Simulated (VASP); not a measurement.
A run of VASP 6.6.1 is set up as follows.

Contents of POSCAR:

```
Si2Mo
1.0
    3.2377691247      0.0000000000      0.0000000000
    0.0000000000      3.2377691247      0.0000000000
    0.0000000000      0.0000000000      7.4668278283
Si Mo
4 2
Direct
    0.0000000000      0.0000000000      0.3349706759
    0.5000000000      0.5000000000      0.1650293241
    0.5000000000      0.5000000000      0.8349706759
    0.0000000000      0.0000000000      0.6650293241
    0.0000000000      0.0000000000      0.0000000000
    0.5000000000      0.5000000000      0.5000000000
```

INCAR.step1

```
  PREC = Accurate
  ENCUT = 520
  ISMEAR = 0
  SIGMA = 0.1
  LREAL = F
  LASPH = T
  NELM = 80
  NBANDS = 31
  GGA = PE
  ALGO = Normal
  EDIFF = 1E-4
  LWAVE = T
  LCHARG = F
```

File INCAR.step2:

```
  PREC = Accurate
  ENCUT = 520
  EDIFF = 1E-6
  ISMEAR = 0
  SIGMA = 0.1
  LREAL = F
  LASPH = T
  NELM = 80
  ALGO = Normal
  ISIF = 2
  LWAVE = F
  LCHARG = F
  METAGGA = R2SCAN
  LMIXTAU = T
  NBANDS = 31
  ISTART = 1
```

KPOINTS

```
Automatic mesh
0
Gamma
  12 12 6
```

Potentials or basis: VASP PAW PBE potentials, release 64 (Si, Mo_sv).

Run with:

```console
$ cat potpaw_PBE.64/Si/POTCAR potpaw_PBE.64/Mo_sv/POTCAR > POTCAR
$ cp INCAR.step1 INCAR
$ mpirun -np 1 vasp_std > vasp.out
$ cp INCAR.step2 INCAR
$ mpirun -np 1 vasp_std > vasp.out
```

(1) What does it give for the pressure?

(2) Predict the band gap on the k mesh.

Results:

(1) 8.3 GPa.

(2) zero (bands 22 and 23 overlap by 0.80 eV).

Caveat: the cell differs from its parent crystal (uniaxial strain along c: -4.5 %); the stress differs along the axes, from -1 to 27 GPa; the PAW data sets were made with another functional, which shifts forces and pressure a little.
